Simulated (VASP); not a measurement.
# WSe2 (P6_3/mmc) in VASP: a series of runs

WSe2 is run at these levels: PBEsol; tasks: single point.

Everything below comes from runs of VASP 6.6.1. Logs are shortened: lines on timing, memory, paths and dates and some standing lists are left out, and cuts for length are marked.

**1. The cell of the first run**

The structure is hexagonal, space group P6_3/mmc (No. 194). The conventional cell has a = 3.275 Å, b = 3.275 Å, c = 12.827 Å, α = 90.00°, β = 90.00°, γ = 120.00°. W (site symmetry -6m2) has 6 Se at 2.52 Å and 6 W at 3.27 Å within 3.3 Å. Se (site symmetry 3m) has 3 W at 2.52 Å and 7 Se at 3.27 to 3.34 Å within 3.4 Å.

**2. Single point, PBEsol (uniaxial strain along c: -3.0 %, then relaxed in part)**

Input file INCAR:

```
SYSTEM = WSe2
  PREC = Accurate
  ENCUT = 520
  EDIFF = 1E-6
  ISMEAR = 0
  SIGMA = 0.02
  LREAL = .FALSE.
  LASPH = .TRUE.
  NELM = 100
  ALGO = Normal
  ISIF = 2
  LWAVE = .FALSE.
  LCHARG = .FALSE.
  GGA = PS
  NBANDS = 35
```

Input file KPOINTS:

```
Automatic mesh
0
G
  12 12 2
  0 0 0
```

Input file POSCAR:

```
WSe2
1.0
    3.2747863881      0.0000000000      0.0000000000
   -1.6373931940      2.8360482040      0.0000000000
    0.0000000000      0.0000000000     12.8269688910
W Se
2 4
Direct
    0.6666666648      0.3333333352      0.7500000000
    0.3333333352      0.6666666648      0.2500000000
    0.3333333316      0.6666666684      0.8802135468
    0.6666666684      0.3333333316      0.3802135468
    0.3333333316      0.6666666684      0.6197864532
    0.6666666684      0.3333333316      0.1197864532
```

Potentials or basis: VASP PAW PBE potentials, release 64 (W_sv, Se).

Launch:

```console
> cat potpaw_PBE.64/W_sv/POTCAR potpaw_PBE.64/Se/POTCAR > POTCAR
> mpirun -np 1 vasp_std > vasp.out
```

OUTCAR:

```text
SYSTEM = WSe2
   PREC = Accurate
   ENCUT = 520
   EDIFF = 1E-6
   ISMEAR = 0
   LREAL = .FALSE.
   LASPH = .TRUE.
   NELM = 100
   ISIF = 2
   GGA = PS

 ion  position               nearest neighbor table
   1  0.667  0.333  0.750-   3 2.52   5 2.52   3 2.52   5 2.52   3 2.52   5 2.52
   2  0.333  0.667  0.250-   4 2.52   6 2.52   4 2.52   6 2.52   4 2.52   6 2.52
   3  0.333  0.667  0.880-   1 2.52   1 2.52   1 2.52
   4  0.667  0.333  0.380-   2 2.52   2 2.52   2 2.52
   5  0.333  0.667  0.620-   1 2.52   1 2.52   1 2.52
   6  0.667  0.333  0.120-   2 2.52   2 2.52   2 2.52

  LATTYP: Found a hexagonal cell.
 ALAT       =     3.2747863881
 C/A-ratio  =     3.9168872014

  Lattice vectors:

 A1 = (   3.2747863881,   0.0000000000,   0.0000000000)
 A2 = (  -1.6373931940,   2.8360482040,   0.0000000000)
 A3 = (   0.0000000000,   0.0000000000,  12.8269688910)

Analysis of symmetry for initial positions (statically):
=====================================================================
 Subroutine PRICEL returns:
 Original cell was already a primitive cell.

 Routine SETGRP: Setting up the symmetry group for a
 hexagonal supercell.

 Subroutine GETGRP returns: Found 24 space group operations
 (whereof 12 operations were pure point group operations)
 out of a pool of 24 trial point group operations.

The static configuration has the point symmetry D_3d.
 The point group associated with its full space group is D_6h.

Analysis of symmetry for dynamics (positions and initial velocities):
=====================================================================
 Subroutine PRICEL returns:
 Original cell was already a primitive cell.

 Routine SETGRP: Setting up the symmetry group for a
 hexagonal supercell.

 Subroutine GETGRP returns: Found 24 space group operations
 (whereof 12 operations were pure point group operations)
 out of a pool of 24 trial point group operations.

The dynamic configuration has the point symmetry D_3d.
 The point group associated with its full space group is D_6h.

 Subroutine INISYM returns: Found 24 space group operations
 (whereof 12 operations are pure point group operations),
 and found     1 'primitive' translations

----------------------------------------------------------------------------------------

                                     Primitive cell

  volume of cell :     119.1299

  direct lattice vectors                    reciprocal lattice vectors
     3.274786388  0.000000000  0.000000000     0.305363429  0.176301658  0.000000000
    -1.637393194  2.836048204  0.000000000     0.000000000  0.352603316  0.000000000
     0.000000000  0.000000000 12.826968891     0.000000000  0.000000000  0.077960741

  length of vectors
     3.274786388  3.274786388 12.826968891     0.352603316  0.352603316  0.077960741

  position of ions in fractional coordinates (direct lattice)
     0.666666665  0.333333335  0.750000000
     0.333333335  0.666666665  0.250000000
     0.333333332  0.666666668  0.880213547
     0.666666668  0.333333332  0.380213547
     0.333333332  0.666666668  0.619786453
     0.666666668  0.333333332  0.119786453

  ion indices of the primitive-cell ions
   primitive index   ion index
                 1           1
                 2           2
                 3           3
                 4           4
                 5           5
                 6           6

----------------------------------------------------------------------------------------

 KPOINTS: Automatic mesh

Automatic generation of k-mesh.
 Grid dimensions read from file:
 generate k-points for:   12   12    2

 Generating k-lattice:

  Cartesian coordinates                     Fractional coordinates (reciprocal lattice)
     0.025446952  0.014691805  0.000000000     0.083333333  0.000000000  0.000000000
     0.000000000  0.029383610  0.000000000     0.000000000  0.083333333  0.000000000
     0.000000000  0.000000000  0.038980371     0.000000000  0.000000000  0.500000000

  Length of vectors
     0.029383610  0.029383610  0.038980371

  Shift w.r.t. Gamma in fractional coordinates (k-lattice)
     0.000000000  0.000000000  0.000000000

 Subroutine IBZKPT returns following result:
 ===========================================

 Found     38 irreducible k-points:

 Following reciprocal coordinates:
            Coordinates               Weight
  0.000000  0.000000  0.000000      1.000000
  0.083333 -0.000000  0.000000      6.000000
  0.166667 -0.000000  0.000000      6.000000
  0.250000 -0.000000  0.000000      6.000000
  0.333333 -0.000000  0.000000      6.000000
  0.416667  0.000000  0.000000      6.000000
[... 16 lines left out ...]
  0.250000 -0.000000  0.500000      6.000000
  0.333333 -0.000000  0.500000      6.000000
 [... further k-points ...]
   k-points           NKPTS =     38   k-points in BZ     NKDIM =     38   number of bands    NBANDS=     35
   number of dos      NEDOS =    301   number of ions     NIONS =      6
   total plane-waves  NPLWV =  55296
   dimension x,y,z NGX =    24 NGY =   24 NGZ =   96
   dimension x,y,z NGXF=    48 NGYF=   48 NGZF=  192
   ions per type =               2   4
   NGX,Y,Z   is equivalent  to a cutoff of  12.18, 12.18, 12.44 a.u.
   NGXF,Y,Z  is equivalent  to a cutoff of  24.37, 24.37, 24.88 a.u.
 SYSTEM =  WSe2
   PREC   = accura    normal or accurate (medium, high low for compatibility)
   ISTART =      0    job   : 0-new  1-cont  2-samecut
   ICHARG =      2    charge: 1-file 2-atom 10-const
   ISPIN  =      1    spin polarized calculation?
   LNONCOLLINEAR =      F non collinear calculations
   LSORBIT =      F    spin-orbit coupling
   LASPH  =      T    aspherical Exc in radial PAW
   ENCUT  =  520.0 eV  38.22 Ry    6.18 a.u.   6.09  6.09 23.85*2*pi/ulx,y,z
   NELM   =    100;   NELMIN=  2; NELMDL= -5     # of ELM steps
   EDIFF  = 0.1E-05   stopping-criterion for ELM
   LREAL  =      F    real-space projection
   EDIFFG = 0.1E-04   stopping-criterion for IOM
   NSW    =      0    number of steps for IOM
   IBRION =     -1    ionic relax: 0-MD 1-quasi-New 2-CG
   NFREE  =      0    steps in history (QN), initial steepest desc. (CG)
   ISIF   =      2    stress and relaxation
   ISYM   =      2    0-nonsym 1-usesym 2-fastsym
   POTIM  = 0.5000    time-step for ionic-motion
   TEBEG  =    0.0;   TEEND  =   0.0 temperature during run
   PSTRESS=    0.0 pullay stress
   NELECT =      52.0000    total number of electrons
   NUPDOWN=      -1.0000    fix difference up-down
   EMIN   =  10.00;   EMAX   =-10.00  energy-range for DOS
   EFERMI =   0.00;   METHOD = LEGACY
   ISMEAR =     0;   SIGMA  =   0.02  broadening in eV -4-tet -1-fermi 0-gaus
   EFERMI_NEDOS =   21; number of points for ismear=-14 and -15
   IALGO  =     38    algorithm
   IMIX   =      4    mixing-type and parameters
     AMIX     =   0.40;   BMIX     =  1.00
     AMIX_MAG =   1.60;   BMIX_MAG =  1.00
  volume/ion in A,a.u.               =      19.85       133.99
  Fermi-wavevector in a.u.,A,eV,Ry     =   1.241850  2.346756 20.982781  1.542191
  Thomas-Fermi vector in A             =   2.376230
   LORBIT       =      0    0 simple, 1 ext, 2 COOP (PROOUT), +10 PAW based schemes
   GGA     = PS    functional components
   LHFCALC =     F    Hartree Fock is set to
   AEXX    =    0.0000 exact exchange contribution
   IVDW    =     0    specifies the selected vdW correction
   LEPSILON=     F    determine dielectric tensor
   LRPA    =     F    only Hartree local field effects (RPA)
 non-spin polarized calculation
 Gauss-broadening in eV      SIGMA  =   0.02
  energy-cutoff  :      520.00
  volume of cell :      119.13
 maximum number of plane-waves:      3246
   NGX = 13   NGY = 13   NGZ = 47

 number of electron      51.9999984 magnetization

 Free energy of the ion-electron system (eV)
  ---------------------------------------------------
  ext. energy  EPLUGINS =         0.00000000
  ---------------------------------------------------
  free energy    TOTEN  =       -46.53782099 eV

  energy without entropy =      -46.53782099  energy(sigma->0) =      -46.53782099

 E-fermi :   6.6436     XC(G=0): -11.0277

 val. band max:        6.3918641899   @ k =   0.0000   0.0000   0.0000
 cond. band min:       7.2776629533   @ k =   0.1667   0.1667   0.0000
 fundamental gap:      0.8857987635
 Fermi energy:         6.6436375794

 k-point     1 :       0.0000    0.0000    0.0000
  band No.  band energies     occupation
      1     -67.9058      2.00000
      2     -67.9058      2.00000
      3     -32.1688      2.00000
      4     -32.1688      2.00000
      5     -32.0252      2.00000
      6     -32.0252      2.00000
[... 27 lines left out ...]
     34       9.3779      0.00000
     35      10.8799      0.00000

 k-point     2 :       0.0833   -0.0000    0.0000
  band No.  band energies     occupation
      1     -67.9051      2.00000
      2     -67.9051      2.00000
      3     -32.1656      2.00000
      4     -32.1656      2.00000
      5     -32.0420      2.00000
      6     -32.0420      2.00000
[... 27 lines left out ...]
     34       9.3063      0.00000
     35      11.5218      0.00000

 k-point     3 :       0.1667   -0.0000    0.0000
  band No.  band energies     occupation
      1     -67.9030      2.00000
      2     -67.9030      2.00000
      3     -32.1568      2.00000
      4     -32.1568      2.00000
      5     -32.0878      2.00000
      6     -32.0878      2.00000
[... 27 lines left out ...]
     34       9.7784      0.00000
     35      12.4679      0.00000
[... 723 lines left out ...]
 k-point    23 :       0.2500   -0.0000    0.5000
  band No.  band energies     occupation
      1     -67.9003      2.00000
      2     -67.9003      2.00000
      3     -32.1497      2.00000
      4     -32.1497      2.00000
      5     -32.1447      2.00000
      6     -32.1447      2.00000
[... 27 lines left out ...]
     34      10.0890      0.00000
     35      12.7047      0.00000

 k-point    24 :       0.3333   -0.0000    0.5000
  band No.  band energies     occupation
      1     -67.8975      2.00000
      2     -67.8975      2.00000
      3     -32.2110      2.00000
      4     -32.2110      2.00000
      5     -32.1326      2.00000
      6     -32.1326      2.00000
[... 27 lines left out ...]
     34      10.3575      0.00000
     35      11.8979      0.00000

 [... further k-points ...]
[... 5 lines left out ...]
  --------------------------------------------------------------------------------------
  -------------------------------------------------------------------------------------
  Total        0.2819871      0.2819871      1.2732543      0.0000000      0.0000000      0.0000000
  in kB        3.7924448      3.7924448     17.1239956      0.0000000      0.0000000      0.0000000
  external PRESSURE =       8.2362951 kB  Pullay stress =       0.0000000 kB

 VOLUME and BASIS-vectors are now :
 -----------------------------------------------------------------------------
  energy-cutoff  :      520.00
  volume of cell :      119.13
      direct lattice vectors                 reciprocal lattice vectors
     3.274786388  0.000000000  0.000000000     0.305363429  0.176301658  0.000000000
    -1.637393194  2.836048204  0.000000000     0.000000000  0.352603316  0.000000000
     0.000000000  0.000000000 12.826968891     0.000000000  0.000000000  0.077960741

 POSITION                                       TOTAL-FORCE (eV/Angst)
 -----------------------------------------------------------------------------------
      1.63739      0.94535      9.62023         0.000000     -0.000000      0.000000
      0.00000      1.89070      3.20674        -0.000000      0.000000      0.000000
     -0.00000      1.89070     11.29047         0.000000      0.000000      0.061438
      1.63739      0.94535      4.87699        -0.000000     -0.000000      0.061438
     -0.00000      1.89070      7.94998        -0.000000     -0.000000     -0.061438
      1.63739      0.94535      1.53650        -0.000000     -0.000000     -0.061438
 -----------------------------------------------------------------------------------
    total drift:                               -0.000005      0.000002     -0.000000

  FREE ENERGIE OF THE ION-ELECTRON SYSTEM (eV)
  ---------------------------------------------------
  free  energy   TOTEN  =       -46.5378209925 eV

  energy  without entropy=      -46.5378209925  energy(sigma->0) =      -46.53782099
```

Wall time 63 s (1 thread of AMD EPYC 9R45 (Zen 5), shared host); peak memory 0.27 GiB.

What came out:

- Free energy: -46.5378 eV
- Pressure: 0.8 GPa
- Largest force: 0.061 eV/Å
- Band gap on the k mesh: 0.89 eV (least direct gap 1.55 eV)

Forces in eV/Å, atoms in the order of the input:
```
W    0.000  0.000  0.000
W    0.000  0.000  0.000
Se   0.000  0.000  0.061
Se   0.000  0.000  0.061
Se   0.000  0.000 -0.061
Se   0.000  0.000 -0.061
```

Stress tensor (GPa, compression positive):
```
0.38 0.00 0.00
0.00 0.38 0.00
0.00 0.00 1.71
```

Caveat: the cell differs from its parent crystal (uniaxial strain along c: -3.0 %, then relaxed in part); the PAW data sets were made with another functional, which shifts forces and pressure a little; spin-orbit coupling is left out, which moves the levels of the heavy elements; this functional lacks dispersion, which binds the layers, so the pressure and a relaxed spacing across them are unreliable.

**3. Single point, PBEsol (uniaxial strain along c: -2.0 %, then relaxed in part)**

Input file INCAR:

```
SYSTEM = WSe2
ALGO = Normal
EDIFF = 1E-6
ENCUT = 520
GGA = PS
ISIF = 2
ISMEAR = 0
LASPH = .True.
LCHARG = .False.
LREAL = .False.
LWAVE = .False.
NBANDS = 35
NELM = 100
PREC = Accurate
SIGMA = 0.02
```

Input file KPOINTS:

```
k-points
0
Gamma
  12 12 2
  0 0 0
```

Input file POSCAR:

```
WSe2
1.0
    3.2732857666      0.0000000000      0.0000000000
   -1.6366428833      2.8347486278      0.0000000000
    0.0000000000      0.0000000000     12.9592056837
W Se
2 4
Direct
    0.6666666627      0.3333333373      0.7500000000
    0.3333333373      0.6666666627      0.2500000000
    0.3333333295      0.6666666705      0.8790125813
    0.6666666705      0.3333333295      0.3790125813
    0.3333333295      0.6666666705      0.6209874187
    0.6666666705      0.3333333295      0.1209874187
```

Potentials or basis: VASP PAW PBE potentials, release 64 (W_sv, Se).

Launch:

```console
> cat potpaw_PBE.64/W_sv/POTCAR potpaw_PBE.64/Se/POTCAR > POTCAR
> mpirun -np 1 vasp_std > vasp.out
```

Run time: 69 s. Hardware: 1 thread of AMD EPYC 9R45 (Zen 5), shared host; peak memory 0.27 GiB.

The run converged. Its results:

```
Free energy            : -46.5453 eV
Pressure               : 0.7 GPa
Largest force          : 0.061 eV/Å
Band gap on the k mesh : 0.94 eV (least direct gap 1.56 eV)
```

Forces in eV/Å, atoms in the order of the input:
```
W    0.000  0.000  0.000
W    0.000  0.000  0.000
Se   0.000  0.000  0.061
Se   0.000  0.000  0.061
Se   0.000  0.000 -0.061
Se   0.000  0.000 -0.061
```

Stress tensor (GPa, compression positive):
```
0.38 0.00 0.00
0.00 0.38 0.00
0.00 0.00 1.22
```

Levels at points of the mesh, in eV from the valence-band top:
```csv
k point,band 23,band 24,band 25,band 26,band 27,band 28,band 29,band 30
"(0.00, 0.00, 0.00)",-1.48,-1.17,-1.07,0.00,2.70,2.70,2.75,2.75
"(0.50, 0.00, 0.00)",-1.45,-1.32,-1.30,-1.06,2.18,2.22,2.32,2.71
"(0.00, 0.00, 0.50)",-1.50,-1.50,-0.22,-0.22,2.71,2.71,2.71,2.71
"(0.50, 0.00, 0.50)",-1.36,-1.36,-1.19,-1.19,2.20,2.20,2.55,2.55
```

Caveat: the cell differs from its parent crystal (uniaxial strain along c: -2.0 %, then relaxed in part); the PAW data sets were made with another functional, which shifts forces and pressure a little; spin-orbit coupling is left out, which moves the levels of the heavy elements; this functional lacks dispersion, which binds the layers, so the pressure and a relaxed spacing across them are unreliable.

[end of part 1 of 2]
